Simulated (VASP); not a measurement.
# Al15GeO24 (a cell with a defect) in VASP: a series of runs, part 2 of 2

VASP 6.6.1.

## 3. Single point, PBE

INCAR

```
SYSTEM = Al15GeO24
PREC = Accurate ; ENCUT = 520
EDIFF = 1E-6 ; ISMEAR = 0
SIGMA = 0.01 ; LREAL = Auto
LASPH = .True. ; NELM = 100
ALGO = Normal ; ISIF = 2
LWAVE = .False. ; LCHARG = .True.
GGA = PE ; LELF = .True.
LVHAR = .True. ; NBANDS = 128
NELECT = 202.0
```

KPOINTS

```
Automatic mesh
0
Gamma
  1 1 1
  0.25 0.25 0.25
```

POSCAR

```
Al15GeO24
1.0
    2.4039417600      1.3879164200      4.3742070900
   -4.8078835200      2.7758328500      8.7484141900
    0.0000000000     -5.5516656900      8.7484141900
Al Ge O
15 1 24
Direct
    0.6501236098      0.3234754679      0.3184978263
    0.1474104427      0.0737848208      0.0740548555
    0.3557109074      0.1743412180      0.1751107439
    0.6490514739      0.3224147563      0.8267258226
    0.8551215382      0.4257486883      0.9255001844
    0.1517622405      0.0696237233      0.5756507284
    0.3488695252      0.1752386121      0.6802468108
    0.6428874961      0.8275350933      0.3247304708
    0.8534918562      0.9268662558      0.4251966310
    0.1542495367      0.5772156190      0.0663718664
    0.3571184385      0.6793796766      0.1717717628
    0.6482521724      0.8248458607      0.8228736396
    0.8501984000      0.9276035178      0.9263814714
    0.1355102528      0.5772351241      0.5760454702
    0.3482560858      0.6792823010      0.6756336123
    0.8498326920      0.4273332656      0.4251158831
    0.4427478497      0.0292829692      0.3747724855
    0.9440507597      0.1255097011      0.2773150993
    0.0536785259      0.3779202493      0.2202152889
    0.7500962118      0.2228137658      0.0277629453
    0.2494247966      0.2793013533      0.4690092305
    0.5534802016      0.4737986466      0.1238426456
    0.4440262856      0.0282235381      0.8754325624
    0.9446546186      0.1261550161      0.7762549252
    0.0567690298      0.3754726244      0.7205714528
    0.7513986045      0.2226701270      0.5255574013
    0.2501513320      0.2786268845      0.9725134596
    0.5564872575      0.4700674842      0.6246305967
    0.4410010864      0.5278565201      0.3756236857
    0.9405856752      0.6256520229      0.2783351083
    0.0556261985      0.8744164650      0.2221297515
    0.7524861792      0.7225340584      0.0268183013
    0.2496255621      0.7772539529      0.4722827223
    0.5556938454      0.9720681334      0.1254237582
    0.4465805235      0.5284437306      0.8718087059
    0.9454032753      0.6250682004      0.7769867867
    0.0544299989      0.8756910859      0.7221834747
    0.7461043046      0.7232917661      0.5275589151
    0.2496278521      0.7784233275      0.9720612378
    0.5558483989      0.9749797417      0.6234186344
```

Potentials or basis: VASP PAW PBE potentials, release 64 (Al, Ge_d, O).

Launch:

```sh
$ cat potpaw_PBE.64/Al/POTCAR potpaw_PBE.64/Ge_d/POTCAR potpaw_PBE.64/O/POTCAR > POTCAR
$ mpirun -np 1 vasp_std > vasp.out
```

It took 2.5 min on 1 thread of Intel Xeon Platinum 8488C (Sapphire Rapids), shared host; peak memory 0.54 GiB.

The run converged. Its results:

```yaml
Free_energy: -304.0570 eV
Largest_force: 0.042 eV/Å
```

Forces in eV/Å, atoms in the order of the input:
```
Al  -0.006  0.000 -0.027
Al   0.005  0.003 -0.012
Al   0.011  0.010  0.001
Al   0.006 -0.009 -0.010
Al   0.003  0.005  0.008
Al   0.006 -0.011 -0.006
Al  -0.003 -0.010 -0.002
Al   0.004 -0.002 -0.012
Al   0.013  0.005  0.007
Al  -0.003  0.002 -0.008
Al  -0.007 -0.003  0.011
Al  -0.009  0.004  0.000
Al  -0.005  0.002  0.008
Al  -0.005  0.003 -0.012
Al   0.002  0.007  0.010
Ge  -0.006 -0.012  0.040
O   -0.015  0.006  0.002
O    0.008  0.001  0.004
O   -0.003  0.009  0.009
O    0.000 -0.006  0.007
O   -0.006  0.001  0.007
O   -0.003 -0.007  0.003
O    0.003 -0.002 -0.001
O   -0.013  0.005 -0.003
O    0.003  0.013  0.001
O    0.003  0.007 -0.003
O   -0.007  0.000  0.002
O    0.006  0.010  0.004
O   -0.005 -0.004 -0.006
O    0.004 -0.012 -0.011
O   -0.007 -0.004  0.002
O    0.007  0.002 -0.003
O    0.007  0.001  0.003
O   -0.001  0.000  0.003
O    0.005  0.004 -0.004
O    0.006 -0.005  0.000
O    0.006 -0.006 -0.003
O   -0.007 -0.005 -0.015
O    0.003 -0.005 -0.003
O    0.000  0.005  0.008
```

Levels at points of the mesh, in eV from the Fermi level:
```tsv
k point	band 99	band 100	band 101	band 102	band 103	band 104
(0.25, 0.25, 0.25)	-0.29	-0.10	-0.08	5.27	7.15	8.77
```

Caveat: the k points lie up to 1.22 Å⁻¹ apart, too coarse for converged energies, forces and pressures; the cell carries a net charge on a neutralising background, which shifts energy and pressure; the cell is charged against a uniform background, so pressure and absolute levels hang on convention.

## 4. Single point, PBE

INCAR

```
SYSTEM = Al15GeO24
PREC = Accurate
ENCUT = 520
EDIFF = 1E-7
ISMEAR = 0
SIGMA = 0.01
LREAL = Auto
LASPH = .True.
NELM = 100
ALGO = Normal
ISIF = 2
LWAVE = .False.
LCHARG = .True.
GGA = PE
LELF = .True.
LVHAR = .True.
NBANDS = 128
NELECT = 204.0
```

KPOINTS is that of step 3.

POSCAR

```
Al15GeO24
1.0
    2.4039417622      1.3879164235      4.3742070937
   -4.8078835245      2.7758328471      8.7484141875
    0.0000000000     -5.5516656942      8.7484141875
Al Ge O
15 1 24
Direct
    0.6642420704      0.3258371144      0.3270960974
    0.1481109002      0.0769356243      0.0736836350
    0.3504069634      0.1761968889      0.1756468213
    0.6439130521      0.3204352318      0.8312362648
    0.8439547239      0.4289498732      0.9287742934
    0.1576169330      0.0690457340      0.5750556953
    0.3636606809      0.1708034388      0.6765562912
    0.6408046783      0.8308814162      0.3222297257
    0.8565590629      0.9260181902      0.4252089435
    0.1417703164      0.5758062142      0.0746601212
    0.3429185572      0.6818304271      0.1725741473
    0.6486229088      0.8228889513      0.8239322313
    0.8532653431      0.9256817351      0.9260851839
    0.1435703373      0.5711626465      0.5746170103
    0.3445904360      0.6732801971      0.6813449562
    0.8823328495      0.4344143846      0.4380580694
    0.4468237480      0.0259135131      0.3738427119
    0.9505451238      0.1235952994      0.2779881953
    0.0615274872      0.3762023932      0.2067964209
    0.7480160252      0.2220954908      0.0289685180
    0.3148764512      0.2459806350      0.4765222823
    0.5475423477      0.4722356827      0.1279192035
    0.4447237273      0.0285279584      0.8754890272
    0.9458395879      0.1237404616      0.7790181367
    0.0482696753      0.3729926546      0.7216966746
    0.7649510908      0.2064324842      0.5333841314
    0.2441945209      0.2772044563      0.9723193183
    0.4958259061      0.4716797132      0.6576642183
    0.3999910973      0.5292626929      0.3767423604
    0.9381569578      0.6634261575      0.2428378428
    0.0599763407      0.8805629642      0.2210559479
    0.7452157431      0.7241603036      0.0258655956
    0.2516383906      0.7746830570      0.4721823083
    0.5558510514      0.9784441706      0.1210129556
    0.4411185137      0.5293138882      0.8788878102
    0.9263897640      0.6273165468      0.7819805012
    0.0561663187      0.8727754038      0.7225483566
    0.7456498169      0.7189055581      0.5272637166
    0.2558402154      0.7844677429      0.9615866802
    0.5642857717      0.9582107690      0.6289401039
```

Launch:

```sh
$ cat potpaw_PBE.64/Al/POTCAR potpaw_PBE.64/Ge_d/POTCAR potpaw_PBE.64/O/POTCAR > POTCAR
$ mpirun -np 1 vasp_std > vasp.out
```

It took 2.6 min on 1 thread of Intel Xeon Platinum 8488C (Sapphire Rapids), shared host; peak memory 0.53 GiB.

It converged, with:

```yaml
Free_energy: -284.3983 eV
Largest_force: 0.018 eV/Å
```

Forces in eV/Å, atoms in the order of the input:
```
Al   0.002  0.003 -0.011
Al  -0.004  0.004 -0.010
Al   0.004  0.000  0.012
Al   0.014 -0.002 -0.010
Al   0.012  0.002  0.004
Al   0.001  0.003 -0.001
Al  -0.008 -0.003  0.008
Al  -0.004 -0.005 -0.009
Al  -0.007  0.002  0.011
Al  -0.004 -0.006  0.001
Al   0.006  0.009  0.010
Al  -0.002  0.001 -0.010
Al  -0.001 -0.004  0.014
Al   0.007  0.001 -0.003
Al  -0.003  0.003  0.011
Ge  -0.013  0.009 -0.002
O   -0.003 -0.006  0.003
O   -0.002 -0.006  0.000
O   -0.003  0.008 -0.001
O    0.003 -0.003  0.004
O    0.017  0.000  0.003
O    0.002 -0.003  0.007
O    0.004 -0.005 -0.001
O   -0.003  0.004  0.004
O    0.004  0.006  0.002
O   -0.002 -0.006 -0.015
O   -0.007  0.005 -0.002
O   -0.015 -0.010 -0.003
O   -0.004  0.001  0.002
O   -0.003  0.007 -0.008
O    0.007  0.003 -0.003
O    0.000 -0.008 -0.004
O   -0.002  0.003 -0.001
O    0.005  0.002 -0.001
O   -0.004  0.002  0.005
O    0.002 -0.001 -0.003
O    0.003  0.003 -0.002
O   -0.006 -0.004  0.002
O    0.003 -0.007 -0.001
O    0.002  0.000 -0.002
```

Levels at points of the mesh, in eV from the Fermi level:
| k point | band 99 | band 100 | band 101 | band 102 | band 103 | band 104 | band 105 | band 106 |
| --- | --- | --- | --- | --- | --- | --- | --- | --- |
| (0.25, 0.25, 0.25) | -3.29 | -3.17 | -3.07 | -0.06 | 3.56 | 4.01 | 4.78 | 4.95 |

Caveat: the k points lie up to 1.22 Å⁻¹ apart, too coarse for converged energies, forces and pressures; the cell carries a net charge on a neutralising background, which shifts energy and pressure; the cell is charged against a uniform background, so pressure and absolute levels hang on convention.
